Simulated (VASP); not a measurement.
Write the native input for VASP 6.6.1 that does the following.

```yaml
Task: single point
Functional: PBE
Potentials_or_basis: VASP PAW PBE potentials, release 64 (Y_sv, Si, Hg)
Cutoff: 520 eV
k_mesh: 6 × 6 × 6
Occupations: gaussian, width 0.0106 eV
Spin: no spin polarisation
Dipole_correction: no
Further_INCAR_settings: ALGO = Normal; EDIFF = 1e-06; NBANDS = 30
```

The structure of YSi2Hg2 lies in POSCAR:

```
YSi2Hg2
1.0
    0.0000000000      4.5635780000      0.0000000000
    4.5635780000      0.0000000000      0.0000000000
    2.2817890000      2.2817890000     -5.1955840000
Y Si Hg
1 2 2
Direct
    0.0000000000      0.0000000000      0.0000000000
    0.3780000000      0.3780000000      0.2440000000
    0.6220000000      0.6220000000      0.7560000000
    0.7500000000      0.2500000000      0.5000000000
    0.2500000000      0.7500000000      0.5000000000
```

One way to write it, as run:

INCAR

```
SYSTEM = YSi2Hg2
  PREC = Accurate
  ENCUT = 520
  EDIFF = 1E-6
  ISMEAR = 0
  SIGMA = 0.0106
  LREAL = .FALSE.
  LASPH = .TRUE.
  NELM = 100
  ALGO = Normal
  ISIF = 2
  LWAVE = .FALSE.
  LCHARG = .TRUE.
  GGA = PE
  LELF = .TRUE.
  LVHAR = .TRUE.
  NBANDS = 30
```

KPOINTS

```
Automatic mesh
0
G
  6 6 6
  0 0 0
```

Potentials or basis: VASP PAW PBE potentials, release 64 (Y_sv, Si, Hg).

Command:

```console
$ cat potpaw_PBE.64/Y_sv/POTCAR potpaw_PBE.64/Si/POTCAR potpaw_PBE.64/Hg/POTCAR > POTCAR
$ mpirun -np 1 vasp_std > vasp.out
```

It gave:

| Item | Value |
| --- | --- |
| Pressure | 1.3 GPa |
| Largest force | 1.815 eV/Å |
| Band gap on the k mesh | zero (an odd number of electrons rules out a gap without spin polarisation) |

Caveat: spin-orbit coupling is left out, which moves the levels of the heavy elements; forces of over 1 eV/Å act on the atoms, so gaps and moduli don't describe the material at rest.

Wall time 72 s on 1 thread of AMD EPYC 7R13 Processor (Zen 3), with other jobs on the host, peak memory 0.28 GiB.
